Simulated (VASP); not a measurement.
Input of a VASP 6.6.1 run:

INCAR

```
SYSTEM = ZnO
ALGO = Normal
EDIFF = 1E-8
ENCUT = 520
ISIF = 2
ISMEAR = -1
LASPH = .TRUE.
LCHARG = .FALSE.
LEFG = .TRUE.
LREAL = .FALSE.
LWAVE = .FALSE.
NBANDS = 26
NELM = 80
PREC = Accurate
SIGMA = 0.01
```

The input KPOINTS:

```
k-points
0
G
  8 8 5
  0 0 0
```

The input POSCAR:

```
ZnO
1.0
    3.2493987239      0.0000000000      0.0000000000
   -1.6246993619      2.8140618419      0.0000000000
    0.0000000000      0.0000000000      5.2038000000
Zn O
2 2
Direct
    0.3333333333      0.6666666667      0.0000000000
    0.6666666667      0.3333333333      0.5000000000
    0.3333333333      0.6666666667      0.3821000000
    0.6666666667      0.3333333333      0.8821000000
```

Potentials or basis: VASP PAW LDA potentials, release 64 (Zn, O).

Launch:

```bash
$ cat potpaw_LDA.64/Zn/POTCAR potpaw_LDA.64/O/POTCAR > POTCAR
$ mpirun -np 1 vasp_std > vasp.out
```

Question: Estimate the band gap on the k mesh.

Answer: 0.74 eV, direct.

Question: Estimate the pressure.

Answer: -6.0 GPa.

Question: Predict the largest force.

Answer: 0.041 eV/Å.

Forces in eV/Å, atoms in the order of the input:
```
Zn   0.000  0.000  0.041
Zn   0.000  0.000  0.041
O    0.000  0.000 -0.041
O    0.000  0.000 -0.041
```

Caveat: without QUAD_EFG the Cq values of the log hold for a quadrupole moment of 1 mb, not for the nuclei.
